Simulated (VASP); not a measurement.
# BaTiO3 (P4mm) in VASP: further runs

Runs on BaTiO3. Level: PBE. Tasks: single point.

All numbers are computed with VASP 6.6.1; they aren't measurements. Logs are shortened: lines on timing, memory, paths and dates and some standing lists are left out, and cuts for length are marked.

## Step 1: The cell of the first run

It takes space group P4mm (No. 99, tetragonal). Conventional cell: a = 3.963 Å, b = 3.963 Å, c = 4.068 Å, α = 90.00°, β = 90.00°, γ = 90.00°. Ba (site symmetry 4mm) has 12 O at 2.78 to 2.90 Å and 8 Ti at 3.42 to 3.50 Å within 3.7 Å. Ti (site symmetry 4mm) has 6 O at 1.84 to 2.23 Å within 2.4 Å. O (site symmetry 4mm) has 2 Ti at 1.84 to 2.23 Å within 2.4 Å. Within 2.6 Å of O (site symmetry 2mm) lie 2 Ti at 1.99 Å.

## Step 2: Single point, PBE

Contents of INCAR:

```
PREC = Accurate
ENCUT = 520
EDIFF = 1E-6
ISMEAR = -1
SIGMA = 0.05
LREAL = F
LASPH = T
NELM = 60
ALGO = Normal
ISIF = 2
LWAVE = F
LCHARG = F
GGA = PE
NBANDS = 28
```

Contents of KPOINTS:

```
regular mesh
0
Gamma
  4 4 4
```

Contents of POSCAR:

```
BaTiO3
1.0
    3.9632551181      0.0000000000      0.0000000000
    0.0000000000      3.9632551181      0.0000000000
    0.0000000000      0.0000000000      4.0678796257
Ba Ti O
1 1 3
Direct
    0.0000000000      0.0000000000     -0.0029527571
    0.5000000000      0.5000000000      0.4803517170
    0.5000000000      0.5000000000      0.0291788781
    0.5000000000      0.0000000000      0.5182110810
    0.0000000000      0.5000000000      0.5182110810
```

Potentials or basis: VASP PAW PBE potentials, release 64 (Ba_sv, Ti_sv, O).

Launch:

```sh
cat potpaw_PBE.64/Ba_sv/POTCAR potpaw_PBE.64/Ti_sv/POTCAR potpaw_PBE.64/O/POTCAR > POTCAR
mpirun -np 1 vasp_std > vasp.out
```

OUTCAR:

```text
PREC = Accurate
   ENCUT = 520
   EDIFF = 1E-6
   ISMEAR = -1
   LREAL = F
   LASPH = T
   NELM = 60
   ISIF = 2
   GGA = PE

 ion  position               nearest neighbor table
   1  0.000  0.000  0.997-   4 2.78   5 2.78   5 2.78   4 2.78   3 2.81   3 2.81   3 2.81   3 2.81
                             4 2.90   5 2.90   5 2.90   4 2.90   2 3.42   2 3.42   2 3.42   2 3.42
   2  0.500  0.500  0.480-   3 1.84   4 1.99   5 1.99   4 1.99   5 1.99   3 2.23   1 3.42   1 3.42
                             1 3.42   1 3.42   1 3.50   1 3.50   1 3.50   1 3.50
   3  0.500  0.500  0.029-   2 1.84   2 2.23   1 2.81   1 2.81   1 2.81   1 2.81
   4  0.500  0.000  0.518-   2 1.99   2 1.99   1 2.78   1 2.78   1 2.90   1 2.90
   5  0.000  0.500  0.518-   2 1.99   2 1.99   1 2.78   1 2.78   1 2.90   1 2.90

  LATTYP: Found a simple tetragonal cell.
 ALAT       =     3.9632551181
 C/A-ratio  =     1.0263986305

  Lattice vectors:

 A1 = (   3.9632551181,   0.0000000000,   0.0000000000)
 A2 = (   0.0000000000,   3.9632551181,   0.0000000000)
 A3 = (   0.0000000000,   0.0000000000,   4.0678796257)

Analysis of symmetry for initial positions (statically):
=====================================================================
 Subroutine PRICEL returns:
 Original cell was already a primitive cell.

 Routine SETGRP: Setting up the symmetry group for a
 simple tetragonal supercell.

 Subroutine GETGRP returns: Found  8 space group operations
 (whereof  8 operations were pure point group operations)
 out of a pool of 16 trial point group operations.

The static configuration has the point symmetry C_4v.

Analysis of symmetry for dynamics (positions and initial velocities):
=====================================================================
 Subroutine PRICEL returns:
 Original cell was already a primitive cell.

 Routine SETGRP: Setting up the symmetry group for a
 simple tetragonal supercell.

 Subroutine GETGRP returns: Found  8 space group operations
 (whereof  8 operations were pure point group operations)
 out of a pool of 16 trial point group operations.

The dynamic configuration has the point symmetry C_4v.

 Subroutine INISYM returns: Found  8 space group operations
 (whereof  8 operations are pure point group operations),
 and found     1 'primitive' translations

----------------------------------------------------------------------------------------

                                     Primitive cell
[... 90 lines left out ...]
   EDIFF  = 0.1E-05   stopping-criterion for ELM
   LREAL  =      F    real-space projection
   EDIFFG = 0.1E-04   stopping-criterion for IOM
   NSW    =      0    number of steps for IOM
   IBRION =     -1    ionic relax: 0-MD 1-quasi-New 2-CG
   NFREE  =      0    steps in history (QN), initial steepest desc. (CG)
   ISIF   =      2    stress and relaxation
   ISYM   =      2    0-nonsym 1-usesym 2-fastsym
   POTIM  = 0.5000    time-step for ionic-motion
   TEBEG  =    0.0;   TEEND  =   0.0 temperature during run
   PSTRESS=    0.0 pullay stress
   NELECT =      40.0000    total number of electrons
   NUPDOWN=      -1.0000    fix difference up-down
   EMIN   =  10.00;   EMAX   =-10.00  energy-range for DOS
   EFERMI =   0.00;   METHOD = LEGACY
   ISMEAR =    -1;   SIGMA  =   0.05  broadening in eV -4-tet -1-fermi 0-gaus
   EFERMI_NEDOS =   21; number of points for ismear=-14 and -15
   IALGO  =     38    algorithm
   IMIX   =      4    mixing-type and parameters
     AMIX     =   0.40;   BMIX     =  1.00
     AMIX_MAG =   1.60;   BMIX_MAG =  1.00
  volume/ion in A,a.u.               =      12.78        86.24
  Fermi-wavevector in a.u.,A,eV,Ry     =   1.400460  2.646486 26.684955  1.961289
  Thomas-Fermi vector in A             =   2.523419
   LORBIT       =      0    0 simple, 1 ext, 2 COOP (PROOUT), +10 PAW based schemes
   GGA     = PE    functional components
   LHFCALC =     F    Hartree Fock is set to
   AEXX    =    0.0000 exact exchange contribution
   IVDW    =     0    specifies the selected vdW correction
   LEPSILON=     F    determine dielectric tensor
   LRPA    =     F    only Hartree local field effects (RPA)
 non-spin polarized calculation
  energy-cutoff  :      520.00
  volume of cell :       63.90
 maximum number of plane-waves:      1759
 NGX is ok and might be reduce to    30
   NGX = 15   NGY = 15   NGZ = 15

 number of electron      39.9999986 magnetization

 Free energy of the ion-electron system (eV)
  ---------------------------------------------------
  ext. energy  EPLUGINS =         0.00000000
  ---------------------------------------------------
  free energy    TOTEN  =       -39.96997062 eV

  energy without entropy =      -39.96997062  energy(sigma->0) =      -39.96997062

 E-fermi :   4.8958     XC(G=0): -11.2652

 val. band max:        3.9791727752   @ k =   0.5000   0.5000   0.5000
 cond. band min:       5.7949216143   @ k =   0.0000   0.0000   0.0000
 fundamental gap:      1.8157488391
 Fermi energy:         4.8957928565

 k-point     1 :       0.0000    0.0000    0.0000
  band No.  band energies     occupation
      1     -52.5606      2.00000
      2     -28.8571      2.00000
      3     -28.7782      2.00000
      4     -28.7782      2.00000
      5     -20.9765      2.00000
      6     -13.0373      2.00000
[... 547 lines left out ...]
     27      11.7525      0.00000
     28      11.9019      0.00000

------------------------ aborting loop because EDIFF is reached ----------------------------------------

  FORCE on cell =-STRESS in cart. coord.  units (eV):
  Direction    XX          YY          ZZ          XY          YZ          ZX
  --------------------------------------------------------------------------------------
  -------------------------------------------------------------------------------------
  Total        2.7144942      2.7144942      2.7479284      0.0000000      0.0000000      0.0000000
  in kB       68.0655480     68.0655480     68.9039055      0.0000000      0.0000000      0.0000000
  external PRESSURE =      68.3450005 kB  Pullay stress =       0.0000000 kB

 VOLUME and BASIS-vectors are now :
 -----------------------------------------------------------------------------
  energy-cutoff  :      520.00
  volume of cell :       63.90
      direct lattice vectors                 reciprocal lattice vectors
     3.963255118  0.000000000  0.000000000     0.252317847  0.000000000  0.000000000
     0.000000000  3.963255118  0.000000000     0.000000000  0.252317847  0.000000000
     0.000000000  0.000000000  4.067879626     0.000000000  0.000000000  0.245828316

 POSITION                                       TOTAL-FORCE (eV/Angst)
 -----------------------------------------------------------------------------------
      0.00000      0.00000      4.05587         0.000000      0.000000      0.036678
      1.98163      1.98163      1.95401        -0.000000      0.000000      0.061663
      1.98163      1.98163      0.11870        -0.000000     -0.000000     -0.064573
      1.98163      0.00000      2.10802        -0.000000      0.000000     -0.016884
      0.00000      1.98163      2.10802        -0.000000      0.000000     -0.016884
 -----------------------------------------------------------------------------------
    total drift:                                0.000000      0.000000      0.000278

  FREE ENERGIE OF THE ION-ELECTRON SYSTEM (eV)
  ---------------------------------------------------
  free  energy   TOTEN  =       -39.9699706194 eV

  energy  without entropy=      -39.9699706180  energy(sigma->0) =      -39.96997062
```

OSZICAR:

```text
N       E                     dE             d eps       ncg     rms          rms(c)
DAV:   1     0.442481506590E+03    0.44248E+03   -0.20955E+04  1008   0.156E+03
DAV:   2    -0.316818279099E+01   -0.44565E+03   -0.42502E+03  1176   0.434E+02
DAV:   3    -0.483931751904E+02   -0.45225E+02   -0.44783E+02  1384   0.135E+02
DAV:   4    -0.506121340112E+02   -0.22190E+01   -0.22140E+01  1528   0.255E+01
DAV:   5    -0.506745608644E+02   -0.62427E-01   -0.62411E-01  1336   0.333E+00    0.237E+01
DAV:   6    -0.401318372979E+02    0.10543E+02   -0.56687E+01  1428   0.677E+01    0.998E+00
DAV:   7    -0.401137816725E+02    0.18056E-01   -0.10160E+01  1332   0.233E+01    0.704E+00
DAV:   8    -0.399535859411E+02    0.16020E+00   -0.72237E-01  1232   0.768E+00    0.335E+00
DAV:   9    -0.399915995348E+02   -0.38014E-01   -0.28298E-01  1392   0.427E+00    0.143E+00
DAV:  10    -0.399717627359E+02    0.19837E-01   -0.12689E-01  1140   0.384E+00    0.403E-01
DAV:  11    -0.399699877230E+02    0.17750E-02   -0.10625E-02  1324   0.743E-01    0.985E-02
DAV:  12    -0.399700517338E+02   -0.64011E-04   -0.92672E-04  1476   0.258E-01    0.773E-02
DAV:  13    -0.399699757724E+02    0.75961E-04   -0.54408E-04  1216   0.251E-01    0.257E-02
DAV:  14    -0.399699703908E+02    0.53816E-05   -0.56105E-05  1244   0.718E-02    0.912E-03
DAV:  15    -0.399699706194E+02   -0.22862E-06   -0.69011E-06  1316   0.262E-02
   1 F= -.39969971E+02 E0= -.39969971E+02  d E =-.144363E-08
```

stdout:

```text
POSCAR found type information on POSCAR BaTiO
 POSCAR found :  3 types and       5 ions
 scaLAPACK will be used
 LDA part: xc-table for (Slater+PW92), standard interpolation
 POSCAR, INCAR and KPOINTS ok, starting setup
 FFT: planning ... GRIDC
 FFT: planning ... GRID_SOFT
 FFT: planning ... GRID
 WAVECAR not read
 entering main loop
```

Run time: 15 s. Hardware: 1 thread of Intel Xeon 6975P-C (Granite Rapids), shared host; peak memory 0.18 GiB.

What came out:

| Property | Result |
| --- | --- |
| Free energy | -39.9700 eV |
| Pressure | 6.8 GPa |
| Largest force | 0.065 eV/Å |
| Band gap on the k mesh | 1.82 eV, indirect (least direct gap 2.26 eV) |

Forces in eV/Å, atoms in the order of the input:
```
Ba   0.000  0.000  0.037
Ti   0.000  0.000  0.062
O    0.000  0.000 -0.065
O    0.000  0.000 -0.017
O    0.000  0.000 -0.017
```

Stress tensor (GPa, compression positive):
```
6.81 0.00 0.00
0.00 6.81 0.00
0.00 0.00 6.89
```

Levels at points of the mesh, in eV from the valence-band top:
| k point | band 16 | band 17 | band 18 | band 19 | band 20 | band 21 | band 22 | band 23 | band 24 | band 25 |
| --- | --- | --- | --- | --- | --- | --- | --- | --- | --- | --- |
| (0.00, 0.00, 0.00) | -1.48 | -1.26 | -0.57 | -0.44 | -0.44 | 1.82 | 2.25 | 2.25 | 4.13 | 4.27 |
| (0.50, 0.00, 0.00) | -2.02 | -1.94 | -1.74 | -1.26 | -1.07 | 2.37 | 3.56 | 3.64 | 4.19 | 5.88 |
| (0.50, 0.50, 0.00) | -2.91 | -1.87 | -1.06 | -1.06 | -0.08 | 3.66 | 3.66 | 4.03 | 4.57 | 7.73 |
| (0.00, 0.00, 0.50) | -2.06 | -2.04 | -2.03 | -0.72 | -0.72 | 1.97 | 3.58 | 3.58 | 4.13 | 6.12 |
| (0.50, 0.00, 0.50) | -2.74 | -1.78 | -1.02 | -0.98 | -0.34 | 3.60 | 3.60 | 3.93 | 4.97 | 7.56 |
| (0.50, 0.50, 0.50) | -2.52 | -2.52 | -0.26 | -0.26 | 0.00 | 4.19 | 4.19 | 4.24 | 6.38 | 6.63 |

Caveat: spin-orbit coupling is left out, which moves the levels of the heavy elements. A hybrid or GW would open this gap; PBE tends to underestimate it.

[end of part 1 of 2]
